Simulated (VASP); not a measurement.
Wanted: the native input for a VASP 6.6.1 run.

```
Task                   : single point
Functional             : PBE
Potentials or basis    : VASP PAW PBE potentials, release 64 (Ge_d)
Cutoff                 : 520 eV
k mesh                 : 6 × 6 × 5
Occupations            : fermi-dirac, width 0.02 eV
Spin                   : no spin polarisation
Dipole correction      : no
Further INCAR settings : ALGO = Normal; EDIFF = 1e-06; NBANDS = 36
```

The structure of Ge lies in POSCAR:

```
Ge
1.0
    2.8804751509      2.8804751509      0.0000000000
   -2.8804751509      2.8804751509      0.0000000000
    0.0000000000      0.0000000000      5.7609503019
Ge
4
Direct
    0.2500000000      0.5000000000      0.3750000000
    0.7500000000      0.0000000000      0.8750000000
    0.2500000000      0.0000000000      0.1250000000
    0.7500000000      0.5000000000      0.6250000000
```

One way to write it, as run:

INCAR

```
PREC = Accurate
ENCUT = 520
EDIFF = 1E-6
ISMEAR = -1
SIGMA = 0.02
LREAL = F
LASPH = T
NELM = 80
ALGO = Normal
ISIF = 2
LWAVE = F
LCHARG = F
GGA = PE
NBANDS = 36
```

KPOINTS

```
Automatic mesh
0
Gamma
  6 6 5
```

Potentials or basis: VASP PAW PBE potentials, release 64 (Ge_d).

Command:

```bash
$ cat potpaw_PBE.64/Ge_d/POTCAR > POTCAR
$ mpirun -np 1 vasp_std > vasp.out
```

Results of the run:

| Item | Value |
| --- | --- |
| Pressure | 0.0 GPa |
| Band gap on the k mesh | zero (filled and empty bands touch) |

It took 96 s on 1 thread of AMD EPYC 7R43 64-Core Processor (Zen 3) (shared host), peak memory 0.19 GiB.
